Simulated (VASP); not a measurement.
# SnPb3S4 (P1) in VASP: relaxation of cell and atoms with PBE

Aim: the relaxation of cell and atoms of SnPb3S4 with PBE.

All numbers are computed with VASP 6.6.1; they aren't measurements. Logs are shortened: lines on timing, memory, paths and dates and some standing lists are left out, and cuts for length are marked.

## Step 1: The cell of the first run

The typed cell holds 8 atoms: a = 4.217 Å, b = 7.168 Å, c = 7.340 Å, α = 109.80°, β = 91.06°, γ = 88.96°.

## Step 2: Relaxation of cell and atoms, PBE

Input file INCAR:

```
PREC = Accurate ; ENCUT = 500
EDIFF = 1E-7 ; ISMEAR = 0
SIGMA = 0.2 ; LREAL = False
LASPH = True ; NELM = 120
ALGO = Normal ; ISIF = 3
LWAVE = False ; LCHARG = False
GGA = PE ; IBRION = 2
NSW = 80 ; EDIFFG = -0.025
GGA_COMPAT = False ; NELMIN = 4
KPAR = 4
```

Input file KPOINTS:

```
regular mesh
0
Gamma
  6 4 4
```

Input file POSCAR:

```
SnPb3S4
1.0
   -0.0009478137     -0.0471459275      4.2165425359
    4.0970784973     -5.8815740969      0.0657219838
    4.2458018985      5.9867319619     -0.0676173784
Sn Pb S
1 3 4
Direct
    0.5119677522      0.5064598263      0.5026654120
   -0.0120705532      0.0130209886      0.5078593637
    0.0324632548      0.5098901832     -0.0025715112
    0.4920969458      0.0187042131      0.0108181608
   -0.0005657506      0.2332699804      0.2379233578
    0.0106243702      0.7421756346      0.7561583449
    0.4804900949      0.2438595532      0.7234068473
    0.4849938859      0.7326196205      0.2637400246
```

Potentials or basis: VASP PAW PBE potentials, release 64 (Sn_d, Pb_d, S).

Started as:

```
> cat potpaw_PBE.64/Sn_d/POTCAR potpaw_PBE.64/Pb_d/POTCAR potpaw_PBE.64/S/POTCAR > POTCAR
> mpirun -np 4 vasp_std > vasp.out
```

OUTCAR:

```text
PREC = Accurate
   ENCUT = 500
   EDIFF = 1E-7
   ISMEAR = 0
   LREAL = False
   LASPH = True
   NELM = 120
   ISIF = 3
   GGA = PE
   IBRION = 2
   NSW = 80
   EDIFFG = -0.025
   NELMIN = 4

 ion  position               nearest neighbor table
   1  0.512  0.506  0.503-   8 2.76   7 2.88   6 2.93   6 2.94   5 3.04   5 3.11
   2  0.988  0.013  0.508-   7 2.79   7 2.84   5 2.92   8 3.03   8 3.05   6 3.08   3 4.12
   3  0.032  0.510  0.997-   8 2.81   6 2.81   7 2.94   5 3.08   8 3.10   7 3.24   4 4.02   2 4.12
                             4 4.13
   4  0.492  0.019  0.011-   5 2.78   5 2.82   6 3.01   7 3.06   6 3.11   8 3.20   3 4.02   3 4.13

   5  0.999  0.233  0.238-   4 2.78   4 2.82   2 2.92   1 3.04   3 3.08   1 3.11
   6  0.011  0.742  0.756-   3 2.81   1 2.93   1 2.94   4 3.01   2 3.08   4 3.11
   7  0.480  0.244  0.723-   2 2.79   2 2.84   1 2.88   3 2.94   4 3.06   3 3.24
   8  0.485  0.733  0.264-   1 2.76   3 2.81   2 3.03   2 3.05   3 3.10   4 3.20

  LATTYP: Found a triclinic cell.
 ALAT       =     8.2500716946
 B/A-ratio  =     0.5111235834
 C/A-ratio  =     1.0113297951
 COS(alpha) =     0.0005928207
 COS(beta)  =     0.4878878111
 COS(gamma) =     0.4952987746

  Lattice vectors:

 A1 = (   4.0980263110,  -5.8344281694,  -4.1508205521)
 A2 = (   0.0009478137,   0.0471459275,  -4.2165425359)
 A3 = (   8.3428803958,   0.1051578650,  -0.0018953946)

Analysis of symmetry for initial positions (statically):
=====================================================================
 Subroutine PRICEL returns:
 Original cell was already a primitive cell.

 Routine SETGRP: Setting up the symmetry group for a
 triclinic supercell.

 Subroutine GETGRP returns: Found  1 space group operations
 (whereof  1 operations were pure point group operations)
 out of a pool of  2 trial point group operations.

The static configuration has the point symmetry C_1 .

Analysis of symmetry for dynamics (positions and initial velocities):
=====================================================================
 Subroutine PRICEL returns:
 Original cell was already a primitive cell.

 Routine SETGRP: Setting up the symmetry group for a
 triclinic supercell.

 Subroutine GETGRP returns: Found  1 space group operations
 (whereof  1 operations were pure point group operations)
 out of a pool of  2 trial point group operations.

The dynamic configuration has the point symmetry C_1 .

 Subroutine INISYM returns: Found  1 space group operations
 (whereof  1 operations are pure point group operations),
 and found     1 'primitive' translations

----------------------------------------------------------------------------------------

                                     Primitive cell

  volume of cell :     208.6931

  direct lattice vectors                    reciprocal lattice vectors
    -0.000947814 -0.047145927  4.216542536     0.000020301  0.002664565  0.237190929
     4.097078497 -5.881574097  0.065721984     0.120943733 -0.085784056 -0.000931981
     4.245801898  5.986731962 -0.067617378     0.118819498  0.082779778  0.000952285

  length of vectors
     4.216806208  7.168213547  7.339779660     0.237205896  0.148280678  0.144815301

  position of ions in fractional coordinates (direct lattice)
     0.511967752  0.506459826  0.502665412
     0.987929447  0.013020989  0.507859364
     0.032463255  0.509890183  0.997428489
     0.492096946  0.018704213  0.010818161
     0.999434249  0.233269980  0.237923358
     0.010624370  0.742175635  0.756158345
     0.480490095  0.243859553  0.723406847
     0.484993886  0.732619621  0.263740025

  ion indices of the primitive-cell ions
   primitive index   ion index
                 1           1
                 2           2
                 3           3
                 4           4
                 5           5
                 6           6
                 7           7
                 8           8

----------------------------------------------------------------------------------------

 KPOINTS: regular mesh

Automatic generation of k-mesh.
 Grid dimensions read from file:
 generate k-points for:    6    4    4

 Generating k-lattice:

  Cartesian coordinates                     Fractional coordinates (reciprocal lattice)
     0.000003384  0.000444094  0.039531822     0.166666667  0.000000000 -0.000000000
     0.030235933 -0.021446014 -0.000232995     0.000000000  0.250000000 -0.000000000
     0.029704874  0.020694944  0.000238071     0.000000000  0.000000000  0.250000000

  Length of vectors
     0.039534316  0.037070170  0.036203825

  Shift w.r.t. Gamma in fractional coordinates (k-lattice)
     0.000000000  0.000000000  0.000000000

 Subroutine IBZKPT returns following result:
 ===========================================

 Found     52 irreducible k-points:

 Following reciprocal coordinates:
            Coordinates               Weight
  0.000000  0.000000  0.000000      1.000000
  0.166667  0.000000 -0.000000      2.000000
  0.333333  0.000000 -0.000000      2.000000
  0.500000  0.000000 -0.000000      1.000000
 -0.000000  0.250000  0.000000      2.000000
  0.166667  0.250000  0.000000      2.000000
[... 16 lines left out ...]
  0.333333  0.250000  0.250000      2.000000
  0.500000  0.250000  0.250000      2.000000
 [... further k-points ...]
   k-points           NKPTS =     52   k-points in BZ     NKDIM =     52   number of bands    NBANDS=     48
   number of dos      NEDOS =    301   number of ions     NIONS =      8
   total plane-waves  NPLWV =  93312
   dimension x,y,z NGX =    32 NGY =   54 NGZ =   54
   dimension x,y,z NGXF=    64 NGYF=  108 NGZF=  108
   ions per type =               1   3   4
   NGX,Y,Z   is equivalent  to a cutoff of  12.62, 12.52, 12.23 a.u.
   NGXF,Y,Z  is equivalent  to a cutoff of  25.23, 25.05, 24.46 a.u.
 SYSTEM =  unknown system
   PREC   = accura    normal or accurate (medium, high low for compatibility)
   ISTART =      0    job   : 0-new  1-cont  2-samecut
   ICHARG =      2    charge: 1-file 2-atom 10-const
   ISPIN  =      1    spin polarized calculation?
   LNONCOLLINEAR =      F non collinear calculations
   LSORBIT =      F    spin-orbit coupling
   LASPH  =      T    aspherical Exc in radial PAW
   ENCUT  =  500.0 eV  36.75 Ry    6.06 a.u.   7.69 13.07 13.38*2*pi/ulx,y,z
   NELM   =    120;   NELMIN=  4; NELMDL= -5     # of ELM steps
   EDIFF  = 0.1E-06   stopping-criterion for ELM
   LREAL  =      F    real-space projection
   EDIFFG = -.3E-01   stopping-criterion for IOM
   NSW    =     80    number of steps for IOM
   IBRION =      2    ionic relax: 0-MD 1-quasi-New 2-CG
   NFREE  =      1    steps in history (QN), initial steepest desc. (CG)
   ISIF   =      3    stress and relaxation
   ISYM   =      2    0-nonsym 1-usesym 2-fastsym
   POTIM  = 0.5000    time-step for ionic-motion
   TEBEG  =    0.0;   TEEND  =   0.0 temperature during run
   PSTRESS=    0.0 pullay stress
   NELECT =      80.0000    total number of electrons
   NUPDOWN=      -1.0000    fix difference up-down
   EMIN   =  10.00;   EMAX   =-10.00  energy-range for DOS
   EFERMI =   0.00;   METHOD = LEGACY
   ISMEAR =     0;   SIGMA  =   0.20  broadening in eV -4-tet -1-fermi 0-gaus
   EFERMI_NEDOS =   21; number of points for ismear=-14 and -15
   IALGO  =     38    algorithm
   IMIX   =      4    mixing-type and parameters
     AMIX     =   0.40;   BMIX     =  1.00
     AMIX_MAG =   1.60;   BMIX_MAG =  1.00
  volume/ion in A,a.u.               =      26.09       176.04
  Fermi-wavevector in a.u.,A,eV,Ry     =   1.189238  2.247334 19.242545  1.414287
  Thomas-Fermi vector in A             =   2.325350
   LORBIT       =      0    0 simple, 1 ext, 2 COOP (PROOUT), +10 PAW based schemes
   GGA     = PE    functional components
   LHFCALC =     F    Hartree Fock is set to
   AEXX    =    0.0000 exact exchange contribution
   IVDW    =     0    specifies the selected vdW correction
   LEPSILON=     F    determine dielectric tensor
   LRPA    =     F    only Hartree local field effects (RPA)
 conjugate gradient relaxation of ions
 non-spin polarized calculation
 Gauss-broadening in eV      SIGMA  =   0.20
  energy-cutoff  :      500.00
  volume of cell :      208.69
 maximum number of plane-waves:      5322
   NGX = 15   NGY = 27   NGZ = 27

--------------------------------------- Ionic step        1  -------------------------------------------

 number of electron      80.0000005 magnetization

 Free energy of the ion-electron system (eV)
  ---------------------------------------------------
  ext. energy  EPLUGINS =         0.00000000
  ---------------------------------------------------
  free energy    TOTEN  =       -34.81976445 eV

  energy without entropy =      -34.81653103  energy(sigma->0) =      -34.81814774

------------------------ aborting loop because EDIFF is reached ----------------------------------------

  FORCE on cell =-STRESS in cart. coord.  units (eV):
  Direction    XX          YY          ZZ          XY          YZ          ZX
  --------------------------------------------------------------------------------------
  -------------------------------------------------------------------------------------
  Total        2.7670774      2.3180141      2.2993315     -0.9030168      0.4831170      0.2797509
  in kB       21.2433893     17.7958436     17.6524133     -6.9326346      3.7089827      2.1477021
  external PRESSURE =      18.8972154 kB  Pullay stress =       0.0000000 kB
[... 107 lines left out ...]
  FREE ENERGIE OF THE ION-ELECTRON SYSTEM (eV)
  ---------------------------------------------------
  free  energy   TOTEN  =       -34.9336595239 eV

  energy  without entropy=      -34.9311287690  energy(sigma->0) =      -34.93239415

[... ionic steps 4 to 19 ...]

--------------------------------------- Ionic step       20  -------------------------------------------

 number of electron      80.0000004 magnetization

------------------------ aborting loop because EDIFF is reached ----------------------------------------
[... 79 lines left out ...]
--------------------------------------- Ionic step       22  -------------------------------------------

 number of electron      80.0000004 magnetization

 Free energy of the ion-electron system (eV)
  ---------------------------------------------------
  ext. energy  EPLUGINS =         0.00000000
  ---------------------------------------------------
  free energy    TOTEN  =       -35.06823562 eV

  energy without entropy =      -35.06415351  energy(sigma->0) =      -35.06619456

 E-fermi :   5.7995     XC(G=0):  -9.5166

 val. band max:        5.7428628871   @ k =   0.5000   0.5000   0.5000
 cond. band min:       5.8770237200   @ k =   0.5000   0.5000   0.5000
 fundamental gap:      0.1341608329
 Fermi energy:         5.7995341135

 k-point     1 :       0.0000    0.0000    0.0000
  band No.  band energies     occupation
      1     -15.8607      2.00000
      2     -15.8548      2.00000
      3     -15.8516      2.00000
      4     -15.8488      2.00000
      5     -15.8429      2.00000
      6     -11.4414      2.00000
[... 1213 lines left out ...]
     47       9.3858      0.00000
     48       9.4512      0.00000

 [... further k-points ...]

------------------------ aborting loop because EDIFF is reached ----------------------------------------

  FORCE on cell =-STRESS in cart. coord.  units (eV):
  Direction    XX          YY          ZZ          XY          YZ          ZX
  --------------------------------------------------------------------------------------
  -------------------------------------------------------------------------------------
  Total        0.0040680      0.0264266      0.0292406      0.0357874     -0.0392948      0.0024444
  in kB        0.0304677      0.1979224      0.2189981      0.2680308     -0.2942996      0.0183075
  external PRESSURE =       0.1491294 kB  Pullay stress =       0.0000000 kB
[... 23 lines left out ...]
  FREE ENERGIE OF THE ION-ELECTRON SYSTEM (eV)
  ---------------------------------------------------
  free  energy   TOTEN  =       -35.0682356214 eV

  energy  without entropy=      -35.0641535085  energy(sigma->0) =      -35.06619456

 reached required accuracy - stopping structural energy minimisation
```

Run time: 17 min. Hardware: 4 MPI ranks of Intel Xeon 6975P-C (Granite Rapids), shared host; peak memory 0.58 GiB.

What came out:

```
Free energy                           : -35.0682 eV
Relaxed volume                        : 26.74 Å³/atom
Relaxed cell                          : a = 4.216 Å, b = 7.345 Å, c = 7.323 Å, α = 109.39°, β = 89.88°, γ = 90.03°
Space group after relaxing (to 0.1 Å) : Pm (No. 6)
Energy gained by relaxing             : 31.1 meV/atom
Ionic steps                           : 22
Pressure after relaxing               : 0.0 GPa
Largest force after relaxing          : 0.021 eV/Å
Band gap on the k mesh                : 0.13 eV
```

Forces in eV/Å, atoms in the order of the input:
```
Sn   0.007 -0.014  0.002
Pb  -0.007 -0.003 -0.003
Pb   0.012 -0.007  0.007
Pb  -0.008  0.000 -0.008
S    0.011 -0.015  0.004
S   -0.005  0.017  0.000
S   -0.012  0.017  0.005
S    0.003  0.003 -0.008
```

The path:
```csv
step,energy change (eV),largest force (eV/Å),pressure (GPa),volume (Å³)
1,0.0000,0.6773,1.89,208.69
2,-0.1127,0.4583,-0.68,218.12
3,-0.1139,0.4389,-0.94,219.19
4,-0.1697,0.3447,-0.59,217.10
5,-0.2128,0.2484,0.28,212.76
6,-0.2131,0.2419,0.21,213.07
7,-0.2259,0.1779,-0.04,213.90
8,-0.2323,0.0985,-0.36,215.09
9,-0.2381,0.1017,0.27,212.47
10,-0.2383,0.0951,0.16,212.92
11,-0.2420,0.0843,0.00,213.56
12,-0.2428,0.0776,-0.13,214.06
13,-0.2455,0.0562,-0.01,213.59
14,-0.2459,0.0433,0.07,213.30
15,-0.2468,0.0318,-0.02,213.71
16,-0.2470,0.0344,-0.10,214.07
17,-0.2475,0.0351,0.06,213.47
18,-0.2475,0.0351,0.04,213.54
19,-0.2478,0.0317,0.02,213.70
20,-0.2482,0.0279,-0.03,213.98
21,-0.2482,0.0273,-0.04,214.09
22,-0.2485,0.0214,0.01,213.92
```

Final structure:
```cif
data_structure
_symmetry_space_group_name_H-M 'P 1'
_symmetry_Int_Tables_number 1
_cell_length_a 4.2163
_cell_length_b 7.3452
_cell_length_c 7.3228
_cell_angle_alpha 109.388
_cell_angle_beta 89.885
_cell_angle_gamma 90.027
_cell_volume 213.92
loop_
_atom_site_label
_atom_site_type_symbol
_atom_site_fract_x
_atom_site_fract_y
_atom_site_fract_z
_atom_site_occupancy
Sn1 Sn 0.50444 0.51562 0.50182 1
Pb1 Pb 0.00134 0.00685 0.50305 1
Pb2 Pb 0.00016 0.50189 0.00131 1
Pb3 Pb 0.50264 0.01176 0.00391 1
S1 S 0.99536 0.24485 0.24371 1
S2 S 0.99553 0.73577 0.73288 1
S3 S 0.49990 0.24450 0.75421 1
S4 S 0.50063 0.73875 0.25911 1
```

Caveat: spin-orbit coupling is left out, which moves the levels of the heavy elements. A k mesh can miss the band edges.
